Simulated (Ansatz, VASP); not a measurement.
# LaYb2Al2 in VASP and in Ansatz

```
Al La Yb
1.0
     0.00000    4.61449    0.00000
     4.61449    0.00000    0.00000
     2.30724    2.30724   -6.76637
Al La Yb
2 1 2
Direct
  0.75000 0.25000 0.50000
  0.25000 0.75000 0.50000
  0.00000 0.00000 0.00000
  0.38455 0.38455 0.23090
  0.61545 0.61545 0.76910
```

Alike in both runs: functional PBE; k mesh 4 × 4 × 4; occupations tetrahedron; no spin polarisation.

Ansatz relaxed the structure, and its values are those at the end. VASP's run is a single point on that final structure, the one shown.

```csv
,VASP,Ansatz
version,VASP 6.6.1,Ansatz 0.2.0
potentials or method,"VASP PAW PBE potentials, release 64 (Al, La, Yb), cutoff 520 eV",PAW plane waves
valence electrons in the cell,65,65
```

```tsv
	VASP	Ansatz	Ansatz less VASP
gap on the k mesh at the Fermi level (eV)	none	none	-
pressure (GPa)	-0.2	0.0	+0.15
rms of the force components (eV/Å)	0.003	0.002	-0.0017
```

A gap of «none» marks a metal or a gap that the smearing closes. Ansatz's warnings: band table not solved further, forces under tetrahedra, tetrahedron derivatives may miss energy slope.

Spin-orbit coupling is off throughout.
